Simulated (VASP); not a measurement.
Sn: single point with PBEsol

Crystal: Sn.

```
Sn
1.0
     0.00000    3.21314    3.24560
     3.27806    0.00000    3.24560
     3.27806    3.21314    0.00000
Sn
2
Direct
  0.50000 0.50000 0.50000
  0.75000 0.75000 0.75000
```

This cell differs from its parent crystal: strain +0.0100 x Voigt [1, -1, 0, 0, 0, 0].

```yaml
Program: VASP 6.6.1
Task: single point
Functional: PBEsol
Potentials_or_basis: VASP PAW PBE potentials, release 64 (Sn_d)
Cutoff: 520 eV
k_mesh: 12 × 12 × 12
Occupations: gaussian, width 0.15 eV
Spin: no spin polarisation
Dipole_correction: no
Further_INCAR_settings: ALGO = Fast; EDIFF = 1e-06; NBANDS = 21
```

```json
{
 "Pressure": "0.9 GPa",
 "Band gap on the k mesh": "zero (bands 14 and 15 overlap by 0.15 eV)"
}
```

Stress tensor (GPa, compression positive):
```
0.63 0.00 0.00
0.00 1.24 0.00
0.00 0.00 0.95
```

Levels at points of the mesh, in eV from the Fermi level:
```csv
k point,band 11,band 12,band 13,band 14,band 15,band 16,band 17,band 18
"(0.00, 0.00, 0.00)",-10.63,-0.71,0.01,0.08,0.15,2.11,2.15,2.19
"(0.50, 0.00, 0.00)",-9.01,-6.32,-1.19,-1.06,-0.07,3.17,3.25,5.52
"(0.50, 0.50, 0.00)",-7.54,-7.54,-2.47,-2.47,0.75,0.75,7.68,7.68
"(0.50, 0.00, 0.50)",-7.50,-7.50,-2.53,-2.53,0.69,0.69,7.71,7.71
"(0.00, 0.50, 0.50)",-7.57,-7.57,-2.42,-2.42,0.82,0.82,7.68,7.68
```

Run time: 3.9 min on 1 thread of Intel(R) Xeon(R) 6975P-C (Granite Rapids) (shared host), peak memory 0.43 GiB.

Caveat: the cell differs from its parent crystal (strain +0.0100 x Voigt [1, -1, 0, 0, 0, 0]); the PAW data sets were made with another functional, which shifts forces and pressure a little; spin-orbit coupling is left out, which moves the levels of the heavy elements.
